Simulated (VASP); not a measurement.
Crystal: NaH.

```
CELL_PARAMETERS angstrom
3.95331 0.00000 0.00000
-1.97665 3.42366 0.00000
0.00000 0.00000 4.82832
ATOMIC_POSITIONS crystal
Na 0.33333 0.66667 0.25000
Na 0.66667 0.33333 0.75000
H 0.66667 0.33333 0.25000
H 0.33333 0.66667 0.75000
```

Base run:

```yaml
Program: VASP 6.6.1
Functional: r2SCAN
Potentials_or_basis: VASP PAW PBE potentials, release 64 (Na_pv, H)
Cutoff: 520 eV
k_mesh: 6 × 6 × 4
Occupations: gaussian, width 0.01 eV
Spin: no spin polarisation
```

Its results: band gap on the k mesh 3.68 eV, indirect (least direct gap 4.57 eV); pressure -0.2 GPa.

Q: The run is repeated on the same cell with these changes: functional from r2SCAN to PBE; further incar settings from ALGO = Normal; EDIFF = 1e-06; NBANDS = 16 to ALGO = Normal; EDIFF = 1e-07; NBANDS = 16. What comes out?

A: Band gap on the k mesh 3.33 eV, indirect (least direct gap 4.24 eV); pressure 0.3 GPa.

Caveats: the PAW data sets were made with another functional, which shifts forces and pressure a little (some runs).

A k mesh can miss the band edges.
